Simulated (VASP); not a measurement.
Set up this calculation in VASP 6.6.1, as the native input.

```yaml
Task: single point
Functional: PBEsol
Potentials_or_basis: VASP PAW PBE potentials, release 64 (Sb)
Cutoff: 520 eV
k_mesh: 10 × 10 × 10
Occupations: fermi-dirac, width 0.05 eV
Spin: no spin polarisation
Dipole_correction: no
Further_INCAR_settings: ALGO = Normal; EDIFF = 1e-06; NBANDS = 8
```

The structure of Sb lies in POSCAR:

```
Sb
1.0
   -1.8959666167      1.8959666167      1.8959666167
    1.8959666167     -1.8959666167      1.8959666167
    1.8959666167      1.8959666167     -1.8959666167
Sb
1
Direct
    0.0000000000      0.0000000000      0.0000000000
```

This cell differs from its parent crystal: volume scaled by 1.04.

These files were run (other wordings do the same):

INCAR

```
ALGO     = Normal         # electronic algorithm
EDIFF    = 1E-6           # SCF threshold, eV
ENCUT    = 520            # plane-wave cutoff, eV
GGA      = PS             # functional
ISIF     = 2              # what is computed and relaxed
ISMEAR   = -1             # smearing method
LASPH    = True           # aspherical terms in the spheres
LCHARG   = False          # write CHGCAR
LREAL    = False          # projectors in reciprocal space
LWAVE    = False          # write WAVECAR
NBANDS   = 8              # bands
NELM     = 100            # most SCF steps
PREC     = Accurate       # precision mode
SIGMA    = 0.05           # smearing width, eV
```

KPOINTS

```
k-points
0
Gamma
  10 10 10
```

Potentials or basis: VASP PAW PBE potentials, release 64 (Sb).

Launch:

```console
$ cat potpaw_PBE.64/Sb/POTCAR > POTCAR
$ mpirun -np 1 vasp_std > vasp.out
```

Results of the run:

The pressure is -2.5 GPa.

Caveat: the PAW data sets were made with another functional, which shifts forces and pressure a little.

It took 3.4 s on 1 thread of Intel(R) Xeon(R) Platinum 8488C (Sapphire Rapids), on a shared host, peak memory 0.13 GiB.
